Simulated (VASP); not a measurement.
TiN: single point with PBE

The system is TiN.

```
Ti N
1.0
     0.00000    2.20508    2.20508
     2.20508    0.00000    2.20508
     2.20508    2.20508    0.00000
Ti N
1 1
Direct
  0.00000 0.00000 0.00000
  0.50000 0.50000 0.50000
```

| Property | Result |
| --- | --- |
| Program | VASP 6.6.1 |
| Task | single point |
| Functional | PBE |
| Potentials or basis | VASP PAW PBE potentials, release 64 (Ti_sv, N) |
| Cutoff | 520 eV |
| k mesh | 20 × 20 × 20 |
| Occupations | gaussian, width 0.15 eV |
| Spin | collinear spin |
| Starting moments | [0.625, 0.0] μB |
| Fixed moment | 0.625 μB |

```
Pressure                                              : -21.8 GPa
Net moment                                            : 0.62 μB per cell
Site moments                                          : Ti +0.50; N +0.01 μB
Valence electrons inside the program's atomic spheres : Ti 10.19; N 3.68
```

It took 7.5 min on 1 thread of AMD EPYC 7R43 64-Core Processor (Zen 3), with other jobs on the host, peak memory 0.24 GiB.

Caveat: the cell stands under tension; the total moment is fixed, so each spin has its own Fermi level and the state may be an excited one.
